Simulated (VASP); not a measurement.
# Ta5W in VASP: notebook

Ta5W is run at these levels: PBEsol; tasks: single point.

Everything below comes from runs of VASP 6.6.1. Logs are shortened: lines on timing, memory, paths and dates and some standing lists are left out, and cuts for length are marked.

## (1) The cell of the first run

The cell holds a slab with vacuum, 6 atoms: a = 4.642 Å, b = 4.642 Å, c = 20.737 Å, α = 90.00°, β = 90.00°, γ = 120.00°.

## (2) Single point, PBEsol

The input, INCAR:

```
PREC = Accurate
ENCUT = 520
EDIFF = 1E-6
ISMEAR = -1
SIGMA = 0.05
LREAL = False
LASPH = True
NELM = 60
ALGO = Normal
ISIF = 2
LWAVE = False
LCHARG = False
LDIPOL = True
IDIPOL = 3
DIPOL = 0.5 0.5 0.500
GGA = PS
NBANDS = 44
```

The input, KPOINTS:

```
regular mesh
0
Gamma
  9 9 1
```

The input, POSCAR:

```
Ta5W
1.0
    4.6415170996      0.0000000000      0.0000000000
   -2.3207585498      4.0196717203      0.0000000000
    0.0000000000      0.0000000000     20.7372000000
W Ta
1 5
Direct
    0.1666666667      0.3333333333      0.4003032895
    0.5000000000      1.0000000000      0.4355765075
    0.8333333333      0.6666666667      0.4714784872
    0.1666666667      0.3333333333      0.5285214933
    0.5000000000      1.0000000000      0.5644235197
    0.8333333333      0.6666666667      0.5996967025
```

Potentials or basis: VASP PAW PBE potentials, release 64 (W_sv, Ta_pv).

The run is started by

```
$ cat potpaw_PBE.64/W_sv/POTCAR potpaw_PBE.64/Ta_pv/POTCAR > POTCAR
$ mpirun -np 1 vasp_std > vasp.out
```

OUTCAR:

```text
PREC = Accurate
   ENCUT = 520
   EDIFF = 1E-6
   ISMEAR = -1
   LREAL = False
   LASPH = True
   NELM = 60
   ISIF = 2
   GGA = PS

 ion  position               nearest neighbor table
   1  0.167  0.333  0.400-   4 2.66   2 2.78   2 2.78   2 2.78   3 3.06   3 3.06   3 3.06
   2  0.500  0.000  0.436-   5 2.67   1 2.78   1 2.78   1 2.78   3 2.78   3 2.78   3 2.78   4 3.30
                             4 3.30   4 3.30
   3  0.833  0.667  0.471-   6 2.66   2 2.78   2 2.78   2 2.78   4 2.93   4 2.93   4 2.93   1 3.06
                             1 3.06   1 3.06   5 3.30   5 3.30   5 3.30
   4  0.167  0.333  0.529-   1 2.66   5 2.78   5 2.78   5 2.78   3 2.93   3 2.93   3 2.93   6 3.06
                             6 3.06   6 3.06   2 3.30   2 3.30   2 3.30
   5  0.500  0.000  0.564-   2 2.67   6 2.78   6 2.78   6 2.78   4 2.78   4 2.78   4 2.78   3 3.30
                             3 3.30   3 3.30
   6  0.833  0.667  0.600-   3 2.66   5 2.78   5 2.78   5 2.78   4 3.06   4 3.06   4 3.06

  LATTYP: Found a hexagonal cell.
 ALAT       =     4.6415170996
 C/A-ratio  =     4.4677633530

  Lattice vectors:

 A1 = (   4.6415170996,   0.0000000000,   0.0000000000)
 A2 = (  -2.3207585498,   4.0196717203,   0.0000000000)
 A3 = (   0.0000000000,   0.0000000000,  20.7372000000)

Analysis of symmetry for initial positions (statically):
=====================================================================
 Subroutine PRICEL returns:
 Original cell was already a primitive cell.

 Routine SETGRP: Setting up the symmetry group for a
 hexagonal supercell.

 Subroutine GETGRP returns: Found  6 space group operations
 (whereof  2 operations were pure point group operations)
 out of a pool of 24 trial point group operations.

The static configuration has the point symmetry C_1h.
 The point group associated with its full space group is C_3v.

Analysis of symmetry for dynamics (positions and initial velocities):
=====================================================================
 Subroutine PRICEL returns:
 Original cell was already a primitive cell.

 Routine SETGRP: Setting up the symmetry group for a
 hexagonal supercell.

 Subroutine GETGRP returns: Found  6 space group operations
 (whereof  2 operations were pure point group operations)
 out of a pool of 24 trial point group operations.

The dynamic configuration has the point symmetry C_1h.
 The point group associated with its full space group is C_3v.

 Subroutine INISYM returns: Found  6 space group operations
 (whereof  2 operations are pure point group operations),
 and found     1 'primitive' translations

----------------------------------------------------------------------------------------

                                     Primitive cell

  volume of cell :     386.9017

  direct lattice vectors                    reciprocal lattice vectors
     4.641517100  0.000000000  0.000000000     0.215446799  0.124388267  0.000000000
    -2.320758550  4.019671720  0.000000000     0.000000000  0.248776534  0.000000000
     0.000000000  0.000000000 20.737200000     0.000000000  0.000000000  0.048222518

  length of vectors
     4.641517100  4.641517100 20.737200000     0.248776534  0.248776534  0.048222518

  position of ions in fractional coordinates (direct lattice)
     0.166666667  0.333333333  0.400303290
     0.500000000  0.000000000  0.435576508
     0.833333333  0.666666667  0.471478487
     0.166666667  0.333333333  0.528521493
     0.500000000  0.000000000  0.564423520
     0.833333333  0.666666667  0.599696702

  ion indices of the primitive-cell ions
   primitive index   ion index
                 1           1
                 2           2
                 3           3
                 4           4
                 5           5
                 6           6

----------------------------------------------------------------------------------------

 KPOINTS: regular mesh

Automatic generation of k-mesh.
 Grid dimensions read from file:
 generate k-points for:    9    9    1

 Generating k-lattice:

  Cartesian coordinates                     Fractional coordinates (reciprocal lattice)
     0.023938533  0.013820919  0.000000000     0.111111111  0.000000000  0.000000000
     0.000000000  0.027641837  0.000000000     0.000000000  0.111111111  0.000000000
     0.000000000  0.000000000  0.048222518     0.000000000  0.000000000  1.000000000

  Length of vectors
     0.027641837  0.027641837  0.048222518

  Shift w.r.t. Gamma in fractional coordinates (k-lattice)
     0.000000000  0.000000000  0.000000000

 Subroutine IBZKPT returns following result:
 ===========================================

 Found     12 irreducible k-points:

 Following reciprocal coordinates:
            Coordinates               Weight
  0.000000  0.000000  0.000000      1.000000
  0.111111  0.000000  0.000000      6.000000
  0.222222  0.000000  0.000000      6.000000
  0.333333  0.000000  0.000000      6.000000
  0.444444  0.000000  0.000000      6.000000
  0.111111  0.111111  0.000000      6.000000
  0.222222  0.111111  0.000000     12.000000
  0.333333  0.111111  0.000000     12.000000
  0.444444  0.111111  0.000000      6.000000
  0.222222  0.222222  0.000000      6.000000
  0.333333  0.222222  0.000000     12.000000
  0.333333  0.333333  0.000000      2.000000
   k-points           NKPTS =     12   k-points in BZ     NKDIM =     12   number of bands    NBANDS=     44
   number of dos      NEDOS =    301   number of ions     NIONS =      6
   total plane-waves  NPLWV = 207360
   dimension x,y,z NGX =    36 NGY =   36 NGZ =  160
   dimension x,y,z NGXF=    72 NGYF=   72 NGZF=  320
   ions per type =               1   5
   NGX,Y,Z   is equivalent  to a cutoff of  12.89, 12.89, 12.83 a.u.
   NGXF,Y,Z  is equivalent  to a cutoff of  25.79, 25.79, 25.65 a.u.
 SYSTEM =  unknown system
   PREC   = accura    normal or accurate (medium, high low for compatibility)
   ISTART =      0    job   : 0-new  1-cont  2-samecut
   ICHARG =      2    charge: 1-file 2-atom 10-const
   ISPIN  =      1    spin polarized calculation?
   LNONCOLLINEAR =      F non collinear calculations
   LSORBIT =      F    spin-orbit coupling
   LASPH  =      T    aspherical Exc in radial PAW
   ENCUT  =  520.0 eV  38.22 Ry    6.18 a.u.   8.63  8.63 38.56*2*pi/ulx,y,z
   NELM   =     60;   NELMIN=  2; NELMDL= -5     # of ELM steps
   EDIFF  = 0.1E-05   stopping-criterion for ELM
   LREAL  =      F    real-space projection
   EDIFFG = 0.1E-04   stopping-criterion for IOM
   NSW    =      0    number of steps for IOM
   IBRION =     -1    ionic relax: 0-MD 1-quasi-New 2-CG
   NFREE  =      0    steps in history (QN), initial steepest desc. (CG)
   ISIF   =      2    stress and relaxation
   ISYM   =      2    0-nonsym 1-usesym 2-fastsym
   POTIM  = 0.5000    time-step for ionic-motion
   TEBEG  =    0.0;   TEEND  =   0.0 temperature during run
   PSTRESS=    0.0 pullay stress
   NELECT =      69.0000    total number of electrons
   NUPDOWN=      -1.0000    fix difference up-down
   EMIN   =  10.00;   EMAX   =-10.00  energy-range for DOS
   EFERMI =   0.00;   METHOD = LEGACY
   ISMEAR =    -1;   SIGMA  =   0.05  broadening in eV -4-tet -1-fermi 0-gaus
   EFERMI_NEDOS =   21; number of points for ismear=-14 and -15
   IALGO  =     38    algorithm
   IMIX   =      4    mixing-type and parameters
     AMIX     =   0.40;   BMIX     =  1.00
     AMIX_MAG =   1.60;   BMIX_MAG =  1.00
  volume/ion in A,a.u.               =      64.48       435.16
  Fermi-wavevector in a.u.,A,eV,Ry     =   0.921491  1.741365 11.553322  0.849145
  Thomas-Fermi vector in A             =   2.046913
   LORBIT       =      0    0 simple, 1 ext, 2 COOP (PROOUT), +10 PAW based schemes
   GGA     = PS    functional components
   LHFCALC =     F    Hartree Fock is set to
   AEXX    =    0.0000 exact exchange contribution
   IVDW    =     0    specifies the selected vdW correction
   LEPSILON=     F    determine dielectric tensor
   LRPA    =     F    only Hartree local field effects (RPA)
 non-spin polarized calculation
  energy-cutoff  :      520.00
  volume of cell :      386.90
 maximum number of plane-waves:     10463
 NGX is ok and might be reduce to    36
   NGX = 17   NGY = 17   NGZ = 77

 dipolmoment           0.000000      0.000000      0.302362 electrons x Angstroem

 number of electron      69.0000009 magnetization

 dipolmoment           0.000000      0.000000     -0.034655 electrons x Angstroem

 Free energy of the ion-electron system (eV)
  ---------------------------------------------------
  ext. energy  EPLUGINS =         0.00000000
  ---------------------------------------------------
  free energy    TOTEN  =       -69.21736379 eV

  energy without entropy =      -69.17460692  energy(sigma->0) =      -69.19598535

 E-fermi :  -0.9950     XC(G=0):  -4.5201

 val. band max:       -1.0367369606   @ k =   0.3333   0.1111   0.0000
 cond. band min:      -0.9594781650   @ k =   0.1111   0.1111   0.0000
 fundamental gap:      0.0772587956
 Fermi energy:        -0.9949942800

 k-point     1 :       0.0000    0.0000    0.0000
  band No.  band energies     occupation
      1     -74.5415      2.00000
      2     -38.8907      2.00000
      3     -38.7264      2.00000
      4     -38.7264      2.00000
      5     -35.4911      2.00000
      6     -35.2964      2.00000
[... 36 lines left out ...]
     43       1.5597      0.00000
     44       2.4864      0.00000

 k-point     2 :       0.1111    0.0000    0.0000
  band No.  band energies     occupation
      1     -74.5415      2.00000
      2     -38.8913      2.00000
      3     -38.7274      2.00000
      4     -38.7259      2.00000
      5     -35.5008      2.00000
      6     -35.3596      2.00000
[... 462 lines left out ...]
 k-point    12 :       0.3333    0.3333    0.0000
  band No.  band energies     occupation
      1     -74.5416      2.00000
      2     -38.8964      2.00000
      3     -38.7375      2.00000
      4     -38.7170      2.00000
      5     -35.6077      2.00000
      6     -35.3804      2.00000
[... 36 lines left out ...]
     43       1.2731      0.00000
     44       1.6865      0.00000

------------------------ aborting loop because EDIFF is reached ----------------------------------------

 vacuum level on the upper side and lower side of the slab       (xc-potential included)        -0.263         0.042

  FORCE on cell =-STRESS in cart. coord.  units (eV):
  Direction    XX          YY          ZZ          XY          YZ          ZX
  --------------------------------------------------------------------------------------
  -------------------------------------------------------------------------------------
  Total       -5.5429324     -5.5429324     -3.0188457      0.0000000      0.0000000      0.0000000
  in kB      -22.9535313    -22.9535313    -12.5011750      0.0000000      0.0000000      0.0000000
  external PRESSURE =     -19.4694125 kB  Pullay stress =       0.0000000 kB

 VOLUME and BASIS-vectors are now :
 -----------------------------------------------------------------------------
  energy-cutoff  :      520.00
  volume of cell :      386.90
      direct lattice vectors                 reciprocal lattice vectors
     4.641517100  0.000000000  0.000000000     0.215446799  0.124388267  0.000000000
    -2.320758550  4.019671720  0.000000000     0.000000000  0.248776534  0.000000000
     0.000000000  0.000000000 20.737200000     0.000000000  0.000000000  0.048222518

 POSITION                                       TOTAL-FORCE (eV/Angst)
 -----------------------------------------------------------------------------------
      0.00000      1.33989      8.30117        -0.000000     -0.000000      1.710405
      2.32076      0.00000      9.03264        -0.000000     -0.000000     -0.651920
      2.32076      2.67978      9.77714         0.000000     -0.000000     -0.280736
      0.00000      1.33989     10.96006        -0.000000      0.000000     -0.775921
      2.32076      0.00000     11.70456        -0.000000     -0.000000      0.025266
      2.32076      2.67978     12.43603         0.000000      0.000000     -0.027095
 -----------------------------------------------------------------------------------
    total drift:                                0.000000     -0.000000     -0.000026

  FREE ENERGIE OF THE ION-ELECTRON SYSTEM (eV)
  ---------------------------------------------------
  free  energy   TOTEN  =       -69.2173637868 eV

  energy  without entropy=      -69.1746069220  energy(sigma->0) =      -69.19598535

 vacuum level on the upper side and lower side of the slab         2.701         2.990
```

Run time: 6.6 min. Hardware: 1 thread of Intel Xeon Platinum 8259CL at 2.50GHz (Skylake/Cascade Lake), shared host; peak memory 0.58 GiB.

What came out:

| Item | Value |
| --- | --- |
| Free energy | -69.2174 eV |
| Largest force | 1.710 eV/Å |
| Band gap on the k mesh | zero (an odd number of electrons rules out a gap without spin polarisation) |

Forces on the atoms (eV/Å):
```
W    0.000  0.000  1.710
Ta   0.000  0.000 -0.652
Ta   0.000  0.000 -0.281
Ta   0.000  0.000 -0.776
Ta   0.000  0.000  0.025
Ta   0.000  0.000 -0.027
```

Levels at points of the mesh, in eV from the Fermi level:
```csv
k point,band 32,band 33,band 34,band 35,band 36,band 37
"(0.00, 0.00, 0.00)",-0.86,-0.59,-0.59,-0.26,0.10,0.24
```

Caveat: the PAW data sets were made with another functional, which shifts forces and pressure a little; spin-orbit coupling is left out, which moves the levels of the heavy elements.

## (3) Single point, PBEsol

The input, INCAR:

```
ALGO = Normal
DIPOL = 0.5 0.5 0.500
EDIFF = 1E-7
ENCUT = 520
GGA = PS
IDIPOL = 3
ISIF = 2
ISMEAR = -1
LASPH = True
LCHARG = True
LDIPOL = True
LELF = True
LREAL = False
LVACPOTAV = True
LVHAR = True
LWAVE = False
NBANDS = 44
NELM = 100
PREC = Accurate
SIGMA = 0.05
```

The input, KPOINTS:

```
k-points
0
Gamma
  9 9 1
```

The input, POSCAR:

```
Ta5W
1.0
    4.6415170996      0.0000000000      0.0000000000
   -2.3207585498      4.0196717203      0.0000000000
    0.0000000000      0.0000000000     20.7372000000
Ta W
5 1
Direct
    0.1666666667      0.3333333333      0.4003032895
    0.5000000000      1.0000000000      0.4355765075
    0.1666666667      0.3333333333      0.5285214933
    0.5000000000      1.0000000000      0.5644235197
    0.8333333333      0.6666666667      0.5996967025
    0.8333333333      0.6666666667      0.4714784872
```

Potentials or basis: VASP PAW PBE potentials, release 64 (Ta_pv, W_sv).

The run is started by

```
$ cat potpaw_PBE.64/Ta_pv/POTCAR potpaw_PBE.64/W_sv/POTCAR > POTCAR
$ mpirun -np 1 vasp_std > vasp.out
```

Wall time 10 min (1 thread of Intel Xeon Platinum 8259CL at 2.50GHz (Skylake/Cascade Lake), shared host); peak memory 0.58 GiB.

Results (log left out):

```yaml
Free_energy: -69.3840 eV
Largest_force: 0.888 eV/Å
Band_gap_on_the_k_mesh: zero (an odd number of electrons rules out a gap without spin polarisation)
```

Forces in eV/Å, atoms in the order of the input:
```
Ta   0.000  0.000  0.262
Ta   0.000  0.000  0.460
Ta   0.000  0.000 -0.078
Ta   0.000  0.000  0.030
Ta   0.000  0.000 -0.888
W    0.000  0.000  0.214
```

Levels at points of the mesh, in eV from the Fermi level:
```csv
k point,band 31,band 32,band 33,band 34,band 35,band 36,band 37,band 38
"(0.00, 0.00, 0.00)",-1.14,-0.86,-0.38,-0.38,-0.11,0.09,0.24,0.24
```

Caveat: the PAW data sets were made with another functional, which shifts forces and pressure a little; spin-orbit coupling is left out, which moves the levels of the heavy elements.

The gap in the log of VASP goes by the Fermi energy; the results here count the filled bands.